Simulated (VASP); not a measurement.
# Ru (Fm-3m) in VASP: a series of runs

Runs on Ru. Level: PBE. Tasks: single point.

Everything below comes from runs of VASP 6.6.1. Logs are shortened: lines on timing, memory, paths and dates and some standing lists are left out, and cuts for length are marked.

### Step 1. The cell of the first run

It takes space group Fm-3m (No. 225, cubic). The conventional cell has a = 3.734 Å, b = 3.734 Å, c = 3.734 Å, α = 90.00°, β = 90.00°, γ = 90.00°. Ru (site symmetry m-3m) has 12 Ru at 2.64 Å within 3.5 Å.

### Step 2. Single point, PBE

INCAR reads:

```
SYSTEM = Ru
  PREC = Accurate
  ENCUT = 520
  EDIFF = 1E-6
  ISMEAR = -1
  SIGMA = 0.06122561905347299
  LREAL = .False.
  LASPH = .True.
  NELM = 80
  ALGO = Normal
  ISIF = 2
  LWAVE = .False.
  LCHARG = .False.
  GGA = PE
  NBANDS = 13
```

KPOINTS reads:

```
Automatic mesh
0
Gamma
  25 25 25
  0 0 0
```

POSCAR reads:

```
Ru
1.0
    0.0000000000      1.8667592970      1.8667592970
    1.8667592970      0.0000000000      1.8667592970
    1.8667592970      1.8667592970      0.0000000000
Ru
1
Direct
    0.0000000000      0.0000000000      0.0000000000
```

Potentials or basis: VASP PAW PBE potentials, release 64 (Ru_pv).

Run with:

```sh
$ cat potpaw_PBE.64/Ru_pv/POTCAR > POTCAR
$ mpirun -np 1 vasp_std > vasp.out
```

OUTCAR:

```text
SYSTEM = Ru
   PREC = Accurate
   ENCUT = 520
   EDIFF = 1E-6
   ISMEAR = -1
   LREAL = .False.
   LASPH = .True.
   NELM = 80
   ISIF = 2
   GGA = PE

 ion  position               nearest neighbor table
   1  0.000  0.000  0.000-

  LATTYP: Found a face centered cubic cell.
 ALAT       =     3.7335185940

  Lattice vectors:

 A1 = (   0.0000000000,   1.8667592970,   1.8667592970)
 A2 = (   1.8667592970,   0.0000000000,   1.8667592970)
 A3 = (   1.8667592970,   1.8667592970,   0.0000000000)

Analysis of symmetry for initial positions (statically):
=====================================================================
 Subroutine PRICEL returns:
 Original cell was already a primitive cell.

 Routine SETGRP: Setting up the symmetry group for a
 face centered cubic supercell.

 Subroutine GETGRP returns: Found 48 space group operations
 (whereof 48 operations were pure point group operations)
 out of a pool of 48 trial point group operations.

The static configuration has the point symmetry O_h .

Analysis of symmetry for dynamics (positions and initial velocities):
=====================================================================
 Subroutine PRICEL returns:
 Original cell was already a primitive cell.

 Routine SETGRP: Setting up the symmetry group for a
 face centered cubic supercell.

 Subroutine GETGRP returns: Found 48 space group operations
 (whereof 48 operations were pure point group operations)
 out of a pool of 48 trial point group operations.

The dynamic configuration has the point symmetry O_h .

 Subroutine INISYM returns: Found 48 space group operations
 (whereof 48 operations are pure point group operations),
 and found     1 'primitive' translations

----------------------------------------------------------------------------------------

                                     Primitive cell

  volume of cell :      13.0105

  direct lattice vectors                    reciprocal lattice vectors
     0.000000000  1.866759297  1.866759297    -0.267843852  0.267843852  0.267843852
     1.866759297  0.000000000  1.866759297     0.267843852 -0.267843852  0.267843852
     1.866759297  1.866759297  0.000000000     0.267843852  0.267843852 -0.267843852

  length of vectors
     2.639996316  2.639996316  2.639996316     0.463919159  0.463919159  0.463919159

  position of ions in fractional coordinates (direct lattice)
     0.000000000  0.000000000  0.000000000
[... 81 lines left out ...]
   NFREE  =      0    steps in history (QN), initial steepest desc. (CG)
   ISIF   =      2    stress and relaxation
   ISYM   =      2    0-nonsym 1-usesym 2-fastsym
   POTIM  = 0.5000    time-step for ionic-motion
   TEBEG  =    0.0;   TEEND  =   0.0 temperature during run
   PSTRESS=    0.0 pullay stress
   NELECT =      14.0000    total number of electrons
   NUPDOWN=      -1.0000    fix difference up-down
   EMIN   =  10.00;   EMAX   =-10.00  energy-range for DOS
   EFERMI =   0.00;   METHOD = LEGACY
   ISMEAR =    -1;   SIGMA  =   0.06  broadening in eV -4-tet -1-fermi 0-gaus
   EFERMI_NEDOS =   21; number of points for ismear=-14 and -15
   IALGO  =     38    algorithm
   IMIX   =      4    mixing-type and parameters
     AMIX     =   0.40;   BMIX     =  1.00
     AMIX_MAG =   1.60;   BMIX_MAG =  1.00
  volume/ion in A,a.u.               =      13.01        87.80
  Fermi-wavevector in a.u.,A,eV,Ry     =   1.677590  3.170186 38.290992  2.814309
  Thomas-Fermi vector in A             =   2.761829
   LORBIT       =      0    0 simple, 1 ext, 2 COOP (PROOUT), +10 PAW based schemes
   GGA     = PE    functional components
   LHFCALC =     F    Hartree Fock is set to
   AEXX    =    0.0000 exact exchange contribution
   IVDW    =     0    specifies the selected vdW correction
   LEPSILON=     F    determine dielectric tensor
   LRPA    =     F    only Hartree local field effects (RPA)
 non-spin polarized calculation
  energy-cutoff  :      520.00
  volume of cell :       13.01
 maximum number of plane-waves:       361
   NGX =  9   NGY =  9   NGZ =  9

 number of electron      14.0000002 magnetization

 Free energy of the ion-electron system (eV)
  ---------------------------------------------------
  ext. energy  EPLUGINS =         0.00000000
  ---------------------------------------------------
  free energy    TOTEN  =        -9.07527560 eV

  energy without entropy =       -9.06322521  energy(sigma->0) =       -9.06925041

 E-fermi :  13.5293     XC(G=0): -14.3853

 val. band max:       13.5251457580   @ k =   0.3600   0.2800   0.0000
 cond. band min:      13.5323111663   @ k =  -0.2800   0.0800   0.0000
 fundamental gap:      0.0071654083
 Fermi energy:        13.5292559418

 k-point     1 :       0.0000    0.0000    0.0000
  band No.  band energies     occupation
      1     -28.8878      2.00000
      2     -28.8878      2.00000
      3     -28.8878      2.00000
      4       5.3920      2.00000
      5      10.7940      2.00000
      6      10.7940      2.00000
      7      10.7940      2.00000
      8      13.4112      1.74610
      9      13.4112      1.74610
     10      24.0319      0.00000
     11      28.5625      0.00000
     12      34.5490      0.00000
     13      34.5490      0.00000
[... 354 lines left out ...]
  band No.  band energies     occupation
      1     -30.0509      2.00000
      2     -29.0533      2.00000
      3     -29.0507      2.00000
      4       7.2654      2.00000
      5      10.6550      2.00000
      6      10.7913      2.00000
      7      13.4881      1.32415
      8      15.2879      0.00000
      9      15.4731      0.00000
     10      24.0288      0.00000
     11      24.9928      0.00000
     12      28.6900      0.00000
     13      35.4082      0.00000

 [... further k-points ...]

------------------------ aborting loop because EDIFF is reached ----------------------------------------

  FORCE on cell =-STRESS in cart. coord.  units (eV):
  Direction    XX          YY          ZZ          XY          YZ          ZX
  --------------------------------------------------------------------------------------
  -------------------------------------------------------------------------------------
  Total        1.7715126      1.7715126      1.7715126     -0.0000000     -0.0000000      0.0000000
  in kB      218.1523338    218.1523338    218.1523338     -0.0000000     -0.0000000      0.0000000
  external PRESSURE =     218.1523338 kB  Pullay stress =       0.0000000 kB

 VOLUME and BASIS-vectors are now :
 -----------------------------------------------------------------------------
  energy-cutoff  :      520.00
  volume of cell :       13.01
      direct lattice vectors                 reciprocal lattice vectors
     0.000000000  1.866759297  1.866759297    -0.267843852  0.267843852  0.267843852
     1.866759297  0.000000000  1.866759297     0.267843852 -0.267843852  0.267843852
     1.866759297  1.866759297  0.000000000     0.267843852  0.267843852 -0.267843852

 POSITION                                       TOTAL-FORCE (eV/Angst)
 -----------------------------------------------------------------------------------
      0.00000      0.00000      0.00000        -0.000000      0.000000      0.000000
 -----------------------------------------------------------------------------------
    total drift:                               -0.000000     -0.000000     -0.000000

  FREE ENERGIE OF THE ION-ELECTRON SYSTEM (eV)
  ---------------------------------------------------
  free  energy   TOTEN  =        -9.0752755956 eV

  energy  without entropy=       -9.0632252145  energy(sigma->0) =       -9.06925041
```

OSZICAR:

```text
N       E                     dE             d eps       ncg     rms          rms(c)
DAV:   1     0.105307896274E+03    0.10531E+03   -0.84471E+03 11936   0.116E+03
DAV:   2    -0.847944217964E+01   -0.11379E+03   -0.10922E+03 12870   0.325E+02
DAV:   3    -0.970911317471E+01   -0.12297E+01   -0.12251E+01 13340   0.370E+01
DAV:   4    -0.971257432228E+01   -0.34611E-02   -0.34611E-02 12875   0.212E+00
DAV:   5    -0.971259626846E+01   -0.21946E-04   -0.21947E-04 13475   0.153E-01    0.140E+01
DAV:   6    -0.912831779079E+01    0.58428E+00   -0.88057E-01 12070   0.126E+01    0.417E+00
DAV:   7    -0.907966978398E+01    0.48648E-01   -0.82449E-02 13080   0.364E+00    0.982E-01
DAV:   8    -0.907524174243E+01    0.44280E-02   -0.42564E-03 12015   0.875E-01    0.478E-02
DAV:   9    -0.907527363059E+01   -0.31888E-04   -0.26271E-05 13710   0.633E-02    0.247E-02
DAV:  10    -0.907527531841E+01   -0.16878E-05   -0.18419E-06 10488   0.171E-02    0.227E-03
DAV:  11    -0.907527559564E+01   -0.27724E-06   -0.12997E-07  6535   0.466E-03
   1 F= -.90752756E+01 E0= -.90692504E+01  d E =-.120504E-01
```

Run time: 32 s. Hardware: 1 thread of AMD EPYC 9R45 (Zen 5), shared host; peak memory 0.15 GiB.

What came out:

* Free energy: -9.0753 eV
* Pressure: 21.8 GPa
* Band gap on the k mesh: zero (band 7 reaches 15.93 eV, above the bottom of band 8 at 12.10 eV)

Levels at points of the mesh, in eV from the Fermi level:
| k point | band 3 | band 4 | band 5 | band 6 | band 7 | band 8 | band 9 | band 10 | band 11 | band 12 |
| --- | --- | --- | --- | --- | --- | --- | --- | --- | --- | --- |
| (0.00, 0.00, 0.00) | -42.42 | -8.14 | -2.74 | -2.74 | -2.74 | -0.12 | -0.12 | 10.50 | 15.03 | 21.02 |

### Step 3. Single point, PBE

This run uses another cell than the first one, of 13.29 Å³/atom, 1.021 times its volume.

INCAR reads:

```
ALGO = Normal
EDIFF = 1E-6
ENCUT = 520
GGA = PE
ISIF = 2
ISMEAR = -1
LASPH = T
LCHARG = F
LREAL = F
LWAVE = F
NBANDS = 13
NELM = 100
PREC = Accurate
SIGMA = 0.06122561905347299
```

KPOINTS reads:

```
k-points
0
Gamma
  25 25 25
```

POSCAR reads:

```
Ru
1.0
    0.0000000000      1.8799059224      1.8799059224
    1.8799059224      0.0000000000      1.8799059224
    1.8799059224      1.8799059224      0.0000000000
Ru
1
Direct
    0.0000000000      0.0000000000      0.0000000000
```

Potentials or basis: VASP PAW PBE potentials, release 64 (Ru_pv).

Run with:

```sh
$ cat potpaw_PBE.64/Ru_pv/POTCAR > POTCAR
$ mpirun -np 1 vasp_std > vasp.out
```

Wall time 32 s (1 thread of AMD EPYC 9R45 (Zen 5), shared host); peak memory 0.15 GiB.

Results (log left out):

- Free energy: -9.1059 eV
- Pressure: 13.6 GPa
- Band gap on the k mesh: zero (band 7 reaches 15.46 eV, above the bottom of band 8 at 11.75 eV)

Levels at points of the mesh, in eV from the Fermi level:
| k point | band 4 | band 5 | band 6 | band 7 | band 8 | band 9 | band 10 | band 11 |
| --- | --- | --- | --- | --- | --- | --- | --- | --- |
| (0.00, 0.00, 0.00) | -8.02 | -2.65 | -2.65 | -2.65 | -0.12 | -0.12 | 10.52 | 15.06 |

### Step 4. Single point, PBE

This run uses another cell than the first one, of 13.29 Å³/atom, 1.021 times its volume.

INCAR reads:

```
SYSTEM = Ru
PREC = Accurate ; ENCUT = 520
EDIFF = 1E-6 ; ISMEAR = -1
SIGMA = 0.06122561905347299 ; LREAL = .False.
LASPH = .True. ; NELM = 100
ALGO = Normal ; ISIF = 2
LWAVE = .False. ; LCHARG = .False.
GGA = PE ; NBANDS = 13
```

KPOINTS reads:

```
Automatic mesh
0
Gamma
  25 25 25
  0 0 0
```

POSCAR is that of step 3.

Run with:

```sh
$ cat potpaw_PBE.64/Ru_pv/POTCAR > POTCAR
$ mpirun -np 1 vasp_std > vasp.out
```

It took 31 s on 1 thread of AMD EPYC 9R45 (Zen 5), shared host; peak memory 0.15 GiB.

The run converged. Its results:

```yaml
Free_energy: -9.1059 eV
Pressure: 13.6 GPa
Band_gap_on_the_k_mesh: zero (band 7 reaches 15.46 eV, above the bottom of band 8 at 11.75 eV)
```

Levels at points of the mesh, in eV from the Fermi level:
```
           k point  band 4  band 5  band 6  band 7  band 8  band 9  band 10  band 11
(0.00, 0.00, 0.00)   -8.02   -2.65   -2.65   -2.65   -0.12   -0.12    10.52    15.06
```

### Step 5. Single point, PBE

This run uses another cell than the first one, of 13.56 Å³/atom, 1.043 times its volume.

INCAR reads:

```
PREC = Accurate ; ENCUT = 520
EDIFF = 1E-6 ; ISMEAR = -1
SIGMA = 0.06122561905347299 ; LREAL = False
LASPH = True ; NELM = 80
ALGO = Normal ; ISIF = 2
LWAVE = False ; LCHARG = False
GGA = PE ; NBANDS = 13
```

KPOINTS reads:

```
regular mesh
0
Gamma
  25 25 25
```

POSCAR reads:

```
Ru
1.0
    0.0000000000      1.8928712005      1.8928712005
    1.8928712005      0.0000000000      1.8928712005
    1.8928712005      1.8928712005      0.0000000000
Ru
1
Direct
    0.0000000000      0.0000000000      0.0000000000
```

Run with:

```sh
$ cat potpaw_PBE.64/Ru_pv/POTCAR > POTCAR
$ mpirun -np 1 vasp_std > vasp.out
```

Run time: 32 s. Hardware: 1 thread of AMD EPYC 9R45 (Zen 5), shared host; peak memory 0.16 GiB.

Results (log left out):

| Quantity | Value |
| --- | --- |
| Free energy | -9.1232 eV |
| Pressure | 6.3 GPa |
| Band gap on the k mesh | zero (band 7 reaches 15.00 eV, above the bottom of band 8 at 11.41 eV) |

Levels at points of the mesh, in eV from the Fermi level:
| k point | band 3 | band 4 | band 5 | band 6 | band 7 | band 8 | band 9 | band 10 | band 11 | band 12 |
| --- | --- | --- | --- | --- | --- | --- | --- | --- | --- | --- |
| (0.00, 0.00, 0.00) | -42.42 | -7.90 | -2.57 | -2.57 | -2.57 | -0.12 | -0.12 | 10.55 | 15.07 | 20.82 |

### Step 6. Overview

| cell | gap on the mesh (eV) | pressure (GPa) |
| --- | --- | --- |
| a = 2.640 Å, angles 60.0°, 1 atom | none | 21.8 |
| a = 2.659 Å, angles 60.0°, 1 atom | none | 13.6 |
| a = 2.677 Å, angles 60.0°, 1 atom | none | 6.3 |

Alike in all rows: task single point; level PBE; potentials or basis VASP PAW PBE potentials, release 64 (Ru_pv); no spin polarisation; k mesh 25 × 25 × 25; cutoff (eV) 520; smearing fermi-dirac 0.0612256 eV.

Absolute energies hang on the potentials; compare differences alone.
